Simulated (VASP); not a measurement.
# Ge (P6/mmm) in VASP: single point with PBE

Aim: the single point of Ge with PBE.

Everything below comes from runs of VASP 6.6.1. Logs are shortened: lines on timing, memory, paths and dates and some standing lists are left out, and cuts for length are marked.

## (1) The cell of the first run

The structure is hexagonal, space group P6/mmm (No. 191). Conventional cell: a = 5.432 Å, b = 5.432 Å, c = 2.672 Å, α = 90.00°, β = 90.00°, γ = 120.00°. Within 3.5 Å of Ge (site symmetry mmm) lie 6 Ge at 2.67 to 2.72 Å.

The cell was built from a structure type or drawn by symmetry, and may not be a known phase.

## (2) Single point, PBE

The input, INCAR:

```
SYSTEM = Ge
PREC     = Accurate       ! precision mode
ENCUT    = 520            ! plane-wave cutoff, eV
EDIFF    = 1E-6           ! SCF threshold, eV
ISMEAR   = 0              ! smearing method
SIGMA    = 0.1            ! smearing width, eV
LREAL    = .FALSE.        ! projectors in reciprocal space
LASPH    = .TRUE.         ! aspherical terms in the spheres
NELM     = 100            ! most SCF steps
ALGO     = Normal         ! electronic algorithm
ISIF     = 2              ! what is computed and relaxed
LWAVE    = .FALSE.        ! write WAVECAR
LCHARG   = .FALSE.        ! write CHGCAR
GGA      = PE             ! functional
NBANDS   = 28             ! bands
```

The input, KPOINTS:

```
regular mesh
0
G
  12 12 18
  0 0 0
```

The input, POSCAR:

```
Ge
1.0
    5.4320988120      0.0000000000      0.0000000000
   -2.7160494060      4.7043355671      0.0000000000
    0.0000000000      0.0000000000      2.6719738731
Ge
3
Direct
    0.5000000000      0.5000000000      0.0000000000
    0.5000000000      0.0000000000      0.0000000000
    0.0000000000      0.5000000000      0.0000000000
```

Potentials or basis: VASP PAW PBE potentials, release 64 (Ge_d).

Started as:

```bash
$ cat potpaw_PBE.64/Ge_d/POTCAR > POTCAR
$ mpirun -np 1 vasp_std > vasp.out
```

OUTCAR:

```text
SYSTEM = Ge
   PREC = Accurate
   ENCUT = 520
   EDIFF = 1E-6
   ISMEAR = 0
   LREAL = .FALSE.
   LASPH = .TRUE.
   NELM = 100
   ISIF = 2
   GGA = PE

 ion  position               nearest neighbor table
   1  0.500  0.500  0.000-   3 2.72   3 2.72   2 2.72   2 2.72
   2  0.500  0.000  0.000-   1 2.72   3 2.72   1 2.72   3 2.72
   3  0.000  0.500  0.000-   1 2.72   1 2.72   2 2.72   2 2.72

  LATTYP: Found a hexagonal cell.
 ALAT       =     5.4320988120
 C/A-ratio  =     0.4918860951

  Lattice vectors:

 A1 = (   5.4320988120,   0.0000000000,   0.0000000000)
 A2 = (  -2.7160494060,   4.7043355671,   0.0000000000)
 A3 = (   0.0000000000,   0.0000000000,   2.6719738731)

Analysis of symmetry for initial positions (statically):
=====================================================================
 Subroutine PRICEL returns:
 Original cell was already a primitive cell.

 Routine SETGRP: Setting up the symmetry group for a
 hexagonal supercell.

 Subroutine GETGRP returns: Found 24 space group operations
 (whereof 24 operations were pure point group operations)
 out of a pool of 24 trial point group operations.

The static configuration has the point symmetry D_6h.

Analysis of symmetry for dynamics (positions and initial velocities):
=====================================================================
 Subroutine PRICEL returns:
 Original cell was already a primitive cell.

 Routine SETGRP: Setting up the symmetry group for a
 hexagonal supercell.

 Subroutine GETGRP returns: Found 24 space group operations
 (whereof 24 operations were pure point group operations)
 out of a pool of 24 trial point group operations.

The dynamic configuration has the point symmetry D_6h.

 Subroutine INISYM returns: Found 24 space group operations
 (whereof 24 operations are pure point group operations),
 and found     1 'primitive' translations

----------------------------------------------------------------------------------------

                                     Primitive cell

  volume of cell :      68.2807

  direct lattice vectors                    reciprocal lattice vectors
     5.432098812  0.000000000  0.000000000     0.184090908  0.106284935  0.000000000
    -2.716049406  4.704335567  0.000000000     0.000000000  0.212569870  0.000000000
     0.000000000  0.000000000  2.671973873     0.000000000  0.000000000  0.374255156

  length of vectors
     5.432098812  5.432098812  2.671973873     0.212569870  0.212569870  0.374255156

  position of ions in fractional coordinates (direct lattice)
     0.500000000  0.500000000  0.000000000
     0.500000000  0.000000000  0.000000000
     1.000000000  0.500000000  0.000000000

  ion indices of the primitive-cell ions
   primitive index   ion index
                 1           1
                 2           2
                 3           3

----------------------------------------------------------------------------------------

 KPOINTS: regular mesh

Automatic generation of k-mesh.
 Grid dimensions read from file:
 generate k-points for:   12   12   18

 Generating k-lattice:

  Cartesian coordinates                     Fractional coordinates (reciprocal lattice)
     0.015340909  0.008857078  0.000000000     0.083333333 -0.000000000  0.000000000
     0.000000000  0.017714156  0.000000000     0.000000000  0.083333333  0.000000000
     0.000000000  0.000000000  0.020791953     0.000000000  0.000000000  0.055555556

  Length of vectors
     0.017714156  0.017714156  0.020791953

  Shift w.r.t. Gamma in fractional coordinates (k-lattice)
     0.000000000  0.000000000  0.000000000

 Subroutine IBZKPT returns following result:
 ===========================================

 Found    190 irreducible k-points:

 Following reciprocal coordinates:
            Coordinates               Weight
  0.000000  0.000000  0.000000      1.000000
  0.083333  0.000000  0.000000      6.000000
  0.166667  0.000000  0.000000      6.000000
  0.250000  0.000000  0.000000      6.000000
  0.333333  0.000000  0.000000      6.000000
  0.416667 -0.000000  0.000000      6.000000
[... 16 lines left out ...]
  0.250000  0.000000  0.055556     12.000000
  0.333333  0.000000  0.055556     12.000000
 [... further k-points ...]
   k-points           NKPTS =    190   k-points in BZ     NKDIM =    190   number of bands    NBANDS=     28
   number of dos      NEDOS =    301   number of ions     NIONS =      3
   total plane-waves  NPLWV =  32000
   dimension x,y,z NGX =    40 NGY =   40 NGZ =   20
   dimension x,y,z NGXF=    80 NGYF=   80 NGZF=   40
   ions per type =               3
   NGX,Y,Z   is equivalent  to a cutoff of  12.24, 12.24, 12.44 a.u.
   NGXF,Y,Z  is equivalent  to a cutoff of  24.48, 24.48, 24.89 a.u.
 SYSTEM =  Ge
   PREC   = accura    normal or accurate (medium, high low for compatibility)
   ISTART =      0    job   : 0-new  1-cont  2-samecut
   ICHARG =      2    charge: 1-file 2-atom 10-const
   ISPIN  =      1    spin polarized calculation?
   LNONCOLLINEAR =      F non collinear calculations
   LSORBIT =      F    spin-orbit coupling
   LASPH  =      T    aspherical Exc in radial PAW
   ENCUT  =  520.0 eV  38.22 Ry    6.18 a.u.  10.10 10.10  4.97*2*pi/ulx,y,z
   NELM   =    100;   NELMIN=  2; NELMDL= -5     # of ELM steps
   EDIFF  = 0.1E-05   stopping-criterion for ELM
   LREAL  =      F    real-space projection
   EDIFFG = 0.1E-04   stopping-criterion for IOM
   NSW    =      0    number of steps for IOM
   IBRION =     -1    ionic relax: 0-MD 1-quasi-New 2-CG
   NFREE  =      0    steps in history (QN), initial steepest desc. (CG)
   ISIF   =      2    stress and relaxation
   ISYM   =      2    0-nonsym 1-usesym 2-fastsym
   POTIM  = 0.5000    time-step for ionic-motion
   TEBEG  =    0.0;   TEEND  =   0.0 temperature during run
   PSTRESS=    0.0 pullay stress
   NELECT =      42.0000    total number of electrons
   NUPDOWN=      -1.0000    fix difference up-down
   EMIN   =  10.00;   EMAX   =-10.00  energy-range for DOS
   EFERMI =   0.00;   METHOD = LEGACY
   ISMEAR =     0;   SIGMA  =   0.10  broadening in eV -4-tet -1-fermi 0-gaus
   EFERMI_NEDOS =   21; number of points for ismear=-14 and -15
   IALGO  =     38    algorithm
   IMIX   =      4    mixing-type and parameters
     AMIX     =   0.40;   BMIX     =  1.00
     AMIX_MAG =   1.60;   BMIX_MAG =  1.00
  volume/ion in A,a.u.               =      22.76       153.59
  Fermi-wavevector in a.u.,A,eV,Ry     =   1.392276  2.631019 26.373959  1.938431
  Thomas-Fermi vector in A             =   2.516034
   LORBIT       =      0    0 simple, 1 ext, 2 COOP (PROOUT), +10 PAW based schemes
   GGA     = PE    functional components
   LHFCALC =     F    Hartree Fock is set to
   AEXX    =    0.0000 exact exchange contribution
   IVDW    =     0    specifies the selected vdW correction
   LEPSILON=     F    determine dielectric tensor
   LRPA    =     F    only Hartree local field effects (RPA)
 non-spin polarized calculation
 Gauss-broadening in eV      SIGMA  =   0.10
  energy-cutoff  :      520.00
  volume of cell :       68.28
 maximum number of plane-waves:      1858
   NGX = 21   NGY = 21   NGZ =  9

 number of electron      41.9999944 magnetization

 Free energy of the ion-electron system (eV)
  ---------------------------------------------------
  ext. energy  EPLUGINS =         0.00000000
  ---------------------------------------------------
  free energy    TOTEN  =       -12.46579867 eV

  energy without entropy =      -12.45957042  energy(sigma->0) =      -12.46268454

 E-fermi :   4.5517     XC(G=0): -10.0116

 val. band max:        4.5393267856   @ k =   0.5000   0.0000   0.2778
 cond. band min:       4.5544573329   @ k =   0.4167   0.1667   0.2778
 fundamental gap:      0.0151305473
 Fermi energy:         4.5516894215

 k-point     1 :       0.0000    0.0000    0.0000
  band No.  band energies     occupation
      1     -20.1191      2.00000
      2     -20.0667      2.00000
      3     -20.0667      2.00000
      4     -20.0056      2.00000
      5     -19.9681      2.00000
      6     -19.9681      2.00000
[... 20 lines left out ...]
     27      15.2275      0.00000
     28      15.6453      0.00000

 k-point     2 :       0.0833    0.0000    0.0000
  band No.  band energies     occupation
      1     -20.1169      2.00000
      2     -20.0661      2.00000
      3     -20.0640      2.00000
      4     -20.0044      2.00000
      5     -19.9692      2.00000
      6     -19.9675      2.00000
[... 20 lines left out ...]
     27      15.3880      0.00000
     28      15.6422      0.00000

 k-point     3 :       0.1667    0.0000    0.0000
  band No.  band energies     occupation
      1     -20.1108      2.00000
      2     -20.0639      2.00000
      3     -20.0562      2.00000
      4     -20.0006      2.00000
      5     -19.9724      2.00000
      6     -19.9655      2.00000
[... 20 lines left out ...]
     27      15.3234      0.00000
     28      15.4877      0.00000

 k-point     4 :       0.2500    0.0000    0.0000
  band No.  band energies     occupation
      1     -20.1028      2.00000
      2     -20.0597      2.00000
      3     -20.0452      2.00000
      4     -19.9944      2.00000
      5     -19.9775      2.00000
      6     -19.9615      2.00000
[... 20 lines left out ...]
     27      14.8964      0.00000
     28      15.5693      0.00000

 k-point     5 :       0.3333    0.0000    0.0000
  band No.  band energies     occupation
      1     -20.0956      2.00000
      2     -20.0528      2.00000
      3     -20.0338      2.00000
      4     -19.9872      2.00000
      5     -19.9827      2.00000
      6     -19.9546      2.00000
[... 20 lines left out ...]
     27      14.4451      0.00000
     28      15.0139      0.00000

 k-point     6 :       0.4167   -0.0000    0.0000
  band No.  band energies     occupation
      1     -20.0912      2.00000
      2     -20.0448      2.00000
      3     -20.0254      2.00000
      4     -19.9911      2.00000
      5     -19.9757      2.00000
      6     -19.9450      2.00000
[... 463 lines left out ...]
      5     -19.9653      2.00000
      6     -19.9637      2.00000
[... 20 lines left out ...]
     27      14.7248      0.00000
     28      14.8951      0.00000

 k-point    22 :       0.1667    0.0000    0.0556
  band No.  band energies     occupation
      1     -20.1059      2.00000
      2     -20.0603      2.00000
      3     -20.0524      2.00000
      4     -19.9985      2.00000
      5     -19.9687      2.00000
      6     -19.9621      2.00000
[... 20 lines left out ...]
     27      14.4201      0.00000
     28      14.9375      0.00000

 k-point    23 :       0.2500    0.0000    0.0556
  band No.  band energies     occupation
      1     -20.0977      2.00000
      2     -20.0557      2.00000
      3     -20.0407      2.00000
      4     -19.9926      2.00000
      5     -19.9740      2.00000
      6     -19.9588      2.00000
[... 20 lines left out ...]
     27      13.9850      0.00000
     28      14.9190      0.00000

 k-point    24 :       0.3333    0.0000    0.0556
  band No.  band energies     occupation
      1     -20.0906      2.00000
      2     -20.0479      2.00000
      3     -20.0283      2.00000
      4     -19.9851      2.00000
      5     -19.9803      2.00000
      6     -19.9528      2.00000
[... 20 lines left out ...]
     27      13.5251      0.00000
     28      14.8858      0.00000

 [... further k-points ...]

------------------------ aborting loop because EDIFF is reached ----------------------------------------

  FORCE on cell =-STRESS in cart. coord.  units (eV):
  Direction    XX          YY          ZZ          XY          YZ          ZX
  --------------------------------------------------------------------------------------
  -------------------------------------------------------------------------------------
  Total        0.0296657      0.0296657      0.0137642      0.0000000     -0.0000000      0.0000000
  in kB        0.6960935      0.6960935      0.3229705      0.0000000     -0.0000000      0.0000000
  external PRESSURE =       0.5717192 kB  Pullay stress =       0.0000000 kB

 VOLUME and BASIS-vectors are now :
 -----------------------------------------------------------------------------
  energy-cutoff  :      520.00
  volume of cell :       68.28
      direct lattice vectors                 reciprocal lattice vectors
     5.432098812  0.000000000  0.000000000     0.184090908  0.106284935  0.000000000
    -2.716049406  4.704335567  0.000000000     0.000000000  0.212569870  0.000000000
     0.000000000  0.000000000  2.671973873     0.000000000  0.000000000  0.374255156

 POSITION                                       TOTAL-FORCE (eV/Angst)
 -----------------------------------------------------------------------------------
      1.35802      2.35217      0.00000        -0.000000      0.000000      0.000000
      2.71605      0.00000      0.00000         0.000000      0.000000      0.000000
     -1.35802      2.35217      0.00000         0.000000      0.000000      0.000000
 -----------------------------------------------------------------------------------
    total drift:                               -0.000000      0.000000     -0.000000

  FREE ENERGIE OF THE ION-ELECTRON SYSTEM (eV)
  ---------------------------------------------------
  free  energy   TOTEN  =       -12.4657986670 eV

  energy  without entropy=      -12.4595704172  energy(sigma->0) =      -12.46268454
```

Run time: 4.4 min. Hardware: 1 thread of Intel Xeon 8259CL, shared host; peak memory 0.37 GiB.

What came out:

```
Free energy            : -12.4658 eV
Pressure               : 0.1 GPa
Band gap on the k mesh : zero (bands 21 and 22 overlap by 2.66 eV)
```
